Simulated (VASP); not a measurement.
# LiH (Fm-3m) in VASP: notebook

Runs on LiH. Level: r2SCAN. Tasks: relaxation of the atoms.

All numbers are computed with VASP 6.6.1; they aren't measurements. Logs are shortened: lines on timing, memory, paths and dates and some standing lists are left out, and cuts for length are marked.

### Step 1. The cell of the first run

Symmetry: Fm-3m, No. 225, cubic system. The conventional cell has a = 3.921 Å, b = 3.921 Å, c = 3.921 Å, α = 90.00°, β = 90.00°, γ = 90.00°. Li (site symmetry m-3m) has 6 H at 1.96 Å within 2.6 Å. H (site symmetry m-3m) has 6 Li at 1.96 Å within 2.6 Å.

### Step 2. Relaxation of the atoms, r2SCAN

Contents of POSCAR:

```
LiH
1.0
    0.0000000000      1.9606264100      1.9606264100
    1.9606264100      0.0000000000      1.9606264100
    1.9606264100      1.9606264100      0.0000000000
Li H
1 1
Direct
    0.0000000000      0.0000000000      0.0000000000
    0.5000000000      0.5000000000      0.5000000000
```

Contents of INCAR.step1:

```
SYSTEM = LiH
ALGO     = Normal         ! electronic algorithm
EDIFF    = 1E-4           ! SCF threshold, eV
ENCUT    = 520            ! plane-wave cutoff, eV
GGA      = PE             ! functional
ISMEAR   = -1             ! smearing method
LASPH    = .True.         ! aspherical terms in the spheres
LCHARG   = .False.        ! write CHGCAR
LREAL    = .False.        ! projectors in reciprocal space
LWAVE    = .True.         ! write WAVECAR
NELM     = 60             ! most SCF steps
PREC     = Accurate       ! precision mode
SIGMA    = 0.02           ! smearing width, eV
```

Contents of INCAR.step2:

```
SYSTEM = LiH
ALGO     = Normal         ! electronic algorithm
EDIFF    = 1E-6           ! SCF threshold, eV
EDIFFG   = -0.01          ! ionic threshold
ENCUT    = 520            ! plane-wave cutoff, eV
IBRION   = 2              ! ionic algorithm
ISIF     = 2              ! what is computed and relaxed
ISMEAR   = -1             ! smearing method
ISTART   = 1            
LASPH    = .True.         ! aspherical terms in the spheres
LCHARG   = .False.        ! write CHGCAR
LMIXTAU  = .True.       
LREAL    = .False.        ! projectors in reciprocal space
LWAVE    = .False.        ! write WAVECAR
METAGGA  = R2SCAN         ! meta-GGA
NELM     = 60             ! most SCF steps
NSW      = 50             ! ionic steps
PREC     = Accurate       ! precision mode
SIGMA    = 0.02           ! smearing width, eV
```

Contents of KPOINTS:

```
k-points
0
Gamma
  12 12 12
  0 0 0
```

Potentials or basis: VASP PAW PBE potentials, release 64 (Li_sv, H).

On the command line:

```sh
> cat potpaw_PBE.64/Li_sv/POTCAR potpaw_PBE.64/H/POTCAR > POTCAR
> cp INCAR.step1 INCAR
> mpirun -np 1 vasp_std > vasp.out
> cp INCAR.step2 INCAR
> mpirun -np 1 vasp_std > vasp.out
```

OUTCAR:

```text
SYSTEM = LiH
   EDIFF = 1E-6
   EDIFFG = -0.01
   ENCUT = 520
   IBRION = 2
   ISIF = 2
   ISMEAR = -1
   ISTART = 1
   LASPH = .True.
   LREAL = .False.
   METAGGA = R2SCAN
   NELM = 60
   NSW = 50
   PREC = Accurate

 ion  position               nearest neighbor table
   1  0.000  0.000  0.000-
   2  0.500  0.500  0.500-

  LATTYP: Found a face centered cubic cell.
 ALAT       =     3.9212528200

  Lattice vectors:

 A1 = (   0.0000000000,   1.9606264100,   1.9606264100)
 A2 = (   1.9606264100,   0.0000000000,   1.9606264100)
 A3 = (   1.9606264100,   1.9606264100,   0.0000000000)

Analysis of symmetry for initial positions (statically):
=====================================================================
 Subroutine PRICEL returns:
 Original cell was already a primitive cell.

 Routine SETGRP: Setting up the symmetry group for a
 face centered cubic supercell.

 Subroutine GETGRP returns: Found 48 space group operations
 (whereof 48 operations were pure point group operations)
 out of a pool of 48 trial point group operations.

The static configuration has the point symmetry O_h .

Analysis of symmetry for dynamics (positions and initial velocities):
=====================================================================
 Subroutine PRICEL returns:
 Original cell was already a primitive cell.

 Routine SETGRP: Setting up the symmetry group for a
 face centered cubic supercell.

 Subroutine GETGRP returns: Found 48 space group operations
 (whereof 48 operations were pure point group operations)
 out of a pool of 48 trial point group operations.

The dynamic configuration has the point symmetry O_h .

 Subroutine INISYM returns: Found 48 space group operations
 (whereof 48 operations are pure point group operations),
 and found     1 'primitive' translations

----------------------------------------------------------------------------------------

                                     Primitive cell

  volume of cell :      15.0735

  direct lattice vectors                    reciprocal lattice vectors
     0.000000000  1.960626410  1.960626410    -0.255020537  0.255020537  0.255020537
     1.960626410  0.000000000  1.960626410     0.255020537 -0.255020537  0.255020537
     1.960626410  1.960626410  0.000000000     0.255020537  0.255020537 -0.255020537

  length of vectors
     2.772744460  2.772744460  2.772744460     0.441708527  0.441708527  0.441708527

  position of ions in fractional coordinates (direct lattice)
     0.000000000  0.000000000  0.000000000
     0.500000000  0.500000000  0.500000000

  ion indices of the primitive-cell ions
   primitive index   ion index
                 1           1
                 2           2

----------------------------------------------------------------------------------------

 KPOINTS: k-points

Automatic generation of k-mesh.
 Grid dimensions read from file:
 generate k-points for:   12   12   12

 Generating k-lattice:

  Cartesian coordinates                     Fractional coordinates (reciprocal lattice)
    -0.021251711  0.021251711  0.021251711     0.083333333  0.000000000  0.000000000
     0.021251711 -0.021251711  0.021251711     0.000000000  0.083333333  0.000000000
     0.021251711  0.021251711 -0.021251711     0.000000000  0.000000000  0.083333333

  Length of vectors
     0.036809044  0.036809044  0.036809044

  Shift w.r.t. Gamma in fractional coordinates (k-lattice)
     0.000000000  0.000000000  0.000000000

 Subroutine IBZKPT returns following result:
 ===========================================

 Found     72 irreducible k-points:

 Following reciprocal coordinates:
            Coordinates               Weight
  0.000000  0.000000  0.000000      1.000000
  0.083333  0.000000  0.000000      8.000000
  0.166667  0.000000  0.000000      8.000000
  0.250000  0.000000  0.000000      8.000000
  0.333333  0.000000  0.000000      8.000000
  0.416667  0.000000  0.000000      8.000000
[... 16 lines left out ...]
  0.500000  0.166667  0.000000     24.000000
 -0.416667  0.166667  0.000000     24.000000
 [... further k-points ...]
   k-points           NKPTS =     72   k-points in BZ     NKDIM =     72   number of bands    NBANDS=      6
   number of dos      NEDOS =    301   number of ions     NIONS =      2
   total plane-waves  NPLWV =  13824
   dimension x,y,z NGX =    24 NGY =   24 NGZ =   24
   dimension x,y,z NGXF=    48 NGYF=   48 NGZF=   48
   ions per type =               1   1
   NGX,Y,Z   is equivalent  to a cutoff of  14.39, 14.39, 14.39 a.u.
   NGXF,Y,Z  is equivalent  to a cutoff of  28.78, 28.78, 28.78 a.u.
 SYSTEM =  LiH
   PREC   = accura    normal or accurate (medium, high low for compatibility)
   ISTART =      1    job   : 0-new  1-cont  2-samecut
   ICHARG =      0    charge: 1-file 2-atom 10-const
   ISPIN  =      1    spin polarized calculation?
   LNONCOLLINEAR =      F non collinear calculations
   LSORBIT =      F    spin-orbit coupling
   LASPH  =      T    aspherical Exc in radial PAW
   ENCUT  =  520.0 eV  38.22 Ry    6.18 a.u.   5.16  5.16  5.16*2*pi/ulx,y,z
   NELM   =     60;   NELMIN=  2; NELMDL=  0     # of ELM steps
   EDIFF  = 0.1E-05   stopping-criterion for ELM
   LREAL  =      F    real-space projection
   EDIFFG = -.1E-01   stopping-criterion for IOM
   NSW    =     50    number of steps for IOM
   IBRION =      2    ionic relax: 0-MD 1-quasi-New 2-CG
   NFREE  =      1    steps in history (QN), initial steepest desc. (CG)
   ISIF   =      2    stress and relaxation
   ISYM   =      2    0-nonsym 1-usesym 2-fastsym
   POTIM  = 0.5000    time-step for ionic-motion
   TEBEG  =    0.0;   TEEND  =   0.0 temperature during run
   PSTRESS=    0.0 pullay stress
   NELECT =       4.0000    total number of electrons
   NUPDOWN=      -1.0000    fix difference up-down
   EMIN   =  10.00;   EMAX   =-10.00  energy-range for DOS
   EFERMI =   0.00;   METHOD = LEGACY
   ISMEAR =    -1;   SIGMA  =   0.02  broadening in eV -4-tet -1-fermi 0-gaus
   EFERMI_NEDOS =   21; number of points for ismear=-14 and -15
   IALGO  =     38    algorithm
   IMIX   =      4    mixing-type and parameters
     AMIX     =   0.40;   BMIX     =  1.00
     AMIX_MAG =   1.60;   BMIX_MAG =  1.00
  volume/ion in A,a.u.               =       7.54        50.86
  Fermi-wavevector in a.u.,A,eV,Ry     =   1.052018  1.988026 15.058147  1.106743
  Thomas-Fermi vector in A             =   2.187084
   LORBIT       =      0    0 simple, 1 ext, 2 COOP (PROOUT), +10 PAW based schemes
   METAGGA = R2SCAN    functional components
   LHFCALC =     F    Hartree Fock is set to
   AEXX    =    0.0000 exact exchange contribution
   IVDW    =     0    specifies the selected vdW correction
   LEPSILON=     F    determine dielectric tensor
   LRPA    =     F    only Hartree local field effects (RPA)
 conjugate gradient relaxation of ions
 non-spin polarized calculation
  energy-cutoff  :      520.00
  volume of cell :       15.07
 maximum number of plane-waves:       419
 NGX is ok and might be reduce to    24
   NGX = 11   NGY = 11   NGZ = 11

 number of electron       4.0000001 magnetization

 Free energy of the ion-electron system (eV)
  ---------------------------------------------------
  ext. energy  EPLUGINS =         0.00000000
  ---------------------------------------------------
  free energy    TOTEN  =        -6.81024201 eV

  energy without entropy =       -6.81024201  energy(sigma->0) =       -6.81024201

 E-fermi :   0.6051     XC(G=0):  -9.0593

 val. band max:        0.1234151085   @ k =   0.5000   0.5000   0.0000
 cond. band min:       3.6619781010   @ k =   0.5000   0.5000   0.0000
 fundamental gap:      3.5385629925
 Fermi energy:         0.6050834665

 k-point     1 :       0.0000    0.0000    0.0000
  band No.  band energies     occupation
      1     -45.5374      2.00000
      2      -5.5842      2.00000
      3      18.6605      0.00000
      4      20.2428      0.00000
      5      20.2428      0.00000
      6      20.2434      0.00000

 k-point     2 :       0.0833    0.0000    0.0000
  band No.  band energies     occupation
      1     -45.5335      2.00000
      2      -5.4562      2.00000
      3      17.2313      0.00000
      4      19.5025      0.00000
      5      19.8873      0.00000
      6      19.8878      0.00000

 k-point     3 :       0.1667    0.0000    0.0000
  band No.  band energies     occupation
      1     -45.5230      2.00000
      2      -5.0780      2.00000
      3      14.1901      0.00000
      4      18.3564      0.00000
      5      19.2598      0.00000
      6      19.2603      0.00000

 k-point     4 :       0.2500    0.0000    0.0000
  band No.  band energies     occupation
      1     -45.5086      2.00000
      2      -4.4787      2.00000
      3      11.1178      0.00000
      4      17.2706      0.00000
      5      18.7979      0.00000
      6      18.7984      0.00000

 k-point     5 :       0.3333    0.0000    0.0000
  band No.  band energies     occupation
      1     -45.4942      2.00000
      2      -3.7327      2.00000
      3       8.5085      0.00000
      4      16.4073      0.00000
      5      18.6351      0.00000
      6      18.6356      0.00000

 k-point     6 :       0.4167    0.0000    0.0000
  band No.  band energies     occupation
      1     -45.4837      2.00000
      2      -3.0264      2.00000
      3       6.6585      0.00000
      4      15.8605      0.00000
      5      18.7633      0.00000
      6      18.7639      0.00000

 k-point     7 :       0.5000    0.0000    0.0000
  band No.  band energies     occupation
      1     -45.4798      2.00000
      2      -2.7108      2.00000
      3       5.9577      0.00000
      4      15.6746      0.00000
      5      18.9322      0.00000
      6      18.9329      0.00000

 k-point     8 :       0.0833    0.0833    0.0000
  band No.  band energies     occupation
      1     -45.5322      2.00000
      2      -5.4116      2.00000
      3      17.4302      0.00000
      4      18.7347      0.00000
      5      18.7350      0.00000
      6      21.2133      0.00000
[... 91 lines left out ...]
 k-point    19 :       0.1667    0.1667    0.0000
  band No.  band energies     occupation
      1     -45.5183      2.00000
      2      -4.8839      2.00000
      3      15.0863      0.00000
      4      16.5223      0.00000
      5      16.5226      0.00000
      6      20.0596      0.00000

 k-point    20 :       0.2500    0.1667    0.0000
  band No.  band energies     occupation
      1     -45.5076      2.00000
      2      -4.4054      2.00000
      3      12.8513      0.00000
      4      15.1394      0.00000
      5      15.6733      0.00000
      6      20.1966      0.00000

 k-point    21 :       0.3333    0.1667    0.0000
  band No.  band energies     occupation
      1     -45.4946      2.00000
      2      -3.7138      2.00000
      3      10.1412      0.00000
      4      13.7450      0.00000
      5      15.2193      0.00000
      6      19.8134      0.00000

 k-point    22 :       0.4167    0.1667    0.0000
  band No.  band energies     occupation
      1     -45.4829      2.00000
      2      -2.9123      2.00000
      3       7.8077      0.00000
      4      12.6709      0.00000
      5      15.1696      0.00000
      6      19.1057      0.00000

 k-point    23 :       0.5000    0.1667    0.0000
  band No.  band energies     occupation
      1     -45.4756      2.00000
      2      -2.2583      2.00000
      3       6.3085      0.00000
      4      11.9457      0.00000
      5      15.5287      0.00000
      6      18.5059      0.00000

 k-point    24 :      -0.4167    0.1667    0.0000
  band No.  band energies     occupation
      1     -45.4745      2.00000
      2      -2.1631      2.00000
      3       6.1159      0.00000
      4      11.5716      0.00000
      5      16.2954      0.00000
      6      18.1371      0.00000

 [... further k-points ...]
[... 5 lines left out ...]
  --------------------------------------------------------------------------------------
  -------------------------------------------------------------------------------------
  Total        0.2174516      0.2174516      0.2174516     -0.0000000     -0.0000000     -0.0000000
  in kB       23.1131282     23.1131282     23.1131282     -0.0000000     -0.0000000     -0.0000000
  external PRESSURE =      23.1131282 kB  Pullay stress =       0.0000000 kB

 VOLUME and BASIS-vectors are now :
 -----------------------------------------------------------------------------
  energy-cutoff  :      520.00
  volume of cell :       15.07
      direct lattice vectors                 reciprocal lattice vectors
     0.000000000  1.960626410  1.960626410    -0.255020537  0.255020537  0.255020537
     1.960626410  0.000000000  1.960626410     0.255020537 -0.255020537  0.255020537
     1.960626410  1.960626410  0.000000000     0.255020537  0.255020537 -0.255020537

 POSITION                                       TOTAL-FORCE (eV/Angst)
 -----------------------------------------------------------------------------------
      0.00000      0.00000      0.00000         0.000000      0.000000      0.000000
      1.96063      1.96063      1.96063         0.000000      0.000000      0.000000
 -----------------------------------------------------------------------------------
    total drift:                                0.000000     -0.000000     -0.000000

  FREE ENERGIE OF THE ION-ELECTRON SYSTEM (eV)
  ---------------------------------------------------
  free  energy   TOTEN  =        -6.8102420093 eV

  energy  without entropy=       -6.8102420093  energy(sigma->0) =       -6.81024201

 reached required accuracy - stopping structural energy minimisation
```

Wall time 23 s (1 thread of Intel Xeon 6975P-C, shared host); peak memory 0.13 GiB.

Results:

```
Free energy            : -6.8102 eV
Band gap on the k mesh : 3.54 eV, direct
```

Final structure:
```cif
data_structure
_symmetry_space_group_name_H-M 'P 1'
_symmetry_Int_Tables_number 1
_cell_length_a 2.7727
_cell_length_b 2.7727
_cell_length_c 2.7727
_cell_angle_alpha 60.000
_cell_angle_beta 60.000
_cell_angle_gamma 60.000
_cell_volume 15.07
loop_
_atom_site_label
_atom_site_type_symbol
_atom_site_fract_x
_atom_site_fract_y
_atom_site_fract_z
_atom_site_occupancy
Li1 Li 0.00000 0.00000 0.00000 1
H1 H 0.50000 0.50000 0.50000 1
```

Caveat: the cutoff is under 1.25 times the usual one of these potentials, so pressure, stress and relaxed cells hold a basis-set (Pulay) error; the relaxation stopped at its first step, so nothing moved; the PAW data sets were made with another functional, which shifts forces and pressure a little. r2SCAN opens gaps a little over a GGA but as a rule still falls short of measured ones.

### Step 3. Relaxation of the atoms, r2SCAN

This run uses another cell than the first one, of 7.70 Å³/atom, 1.021 times its volume.

Contents of POSCAR:

```
LiH
1.0
    0.0000000000      1.9744340900      1.9744340900
    1.9744340900      0.0000000000      1.9744340900
    1.9744340900      1.9744340900      0.0000000000
Li H
1 1
Direct
    0.0000000000      0.0000000000      0.0000000000
    0.5000000000      0.5000000000      0.5000000000
```

Contents of INCAR.step1:

```
SYSTEM = LiH
PREC = Accurate
ENCUT = 520
ISMEAR = -1
SIGMA = 0.02
LREAL = .FALSE.
LASPH = .TRUE.
NELM = 80
GGA = PE
ALGO = Normal
EDIFF = 1E-4
LWAVE = .TRUE.
LCHARG = .FALSE.
```

Contents of INCAR.step2:

```
SYSTEM = LiH
PREC = Accurate
ENCUT = 520
EDIFF = 1E-6
ISMEAR = -1
SIGMA = 0.02
LREAL = .FALSE.
LASPH = .TRUE.
NELM = 80
ALGO = Normal
ISIF = 2
LWAVE = .FALSE.
LCHARG = .FALSE.
METAGGA = R2SCAN
LMIXTAU = .TRUE.
IBRION = 2
NSW = 50
EDIFFG = -0.01
ISTART = 1
```

Contents of KPOINTS:

```
Automatic mesh
0
G
  12 12 12
  0 0 0
```

Potentials or basis: VASP PAW PBE potentials, release 64 (Li_sv, H).

On the command line:

```sh
> cat potpaw_PBE.64/Li_sv/POTCAR potpaw_PBE.64/H/POTCAR > POTCAR
> cp INCAR.step1 INCAR
> mpirun -np 1 vasp_std > vasp.out
> cp INCAR.step2 INCAR
> mpirun -np 1 vasp_std > vasp.out
```

It took 21 s on 1 thread of Intel Xeon 6975P-C, shared host; peak memory 0.14 GiB.

It converged, with:

```
Free energy            : -6.8147 eV
Band gap on the k mesh : 3.55 eV, direct
```

Final structure:
```
Li H
1.0
     0.00000    1.97443    1.97443
     1.97443    0.00000    1.97443
     1.97443    1.97443    0.00000
Li H
1 1
Direct
  0.00000 0.00000 0.00000
  0.50000 0.50000 0.50000
```

Levels at points of the mesh, in eV from the valence-band top:
```
           k point  band 1  band 2  band 3  band 4  band 5  band 6
(0.00, 0.00, 0.00)  -45.69   -5.62   18.25   19.89   19.89   19.89
(0.50, 0.00, 0.00)  -45.63   -2.77    5.79   15.35   18.60   18.60
(0.50, 0.50, 0.00)  -45.62    0.00    3.55   11.98   11.98   15.33
```

Caveat: the cutoff is under 1.25 times the usual one of these potentials, so pressure, stress and relaxed cells hold a basis-set (Pulay) error; the relaxation stopped at its first step, so nothing moved; the PAW data sets were made with another functional, which shifts forces and pressure a little.
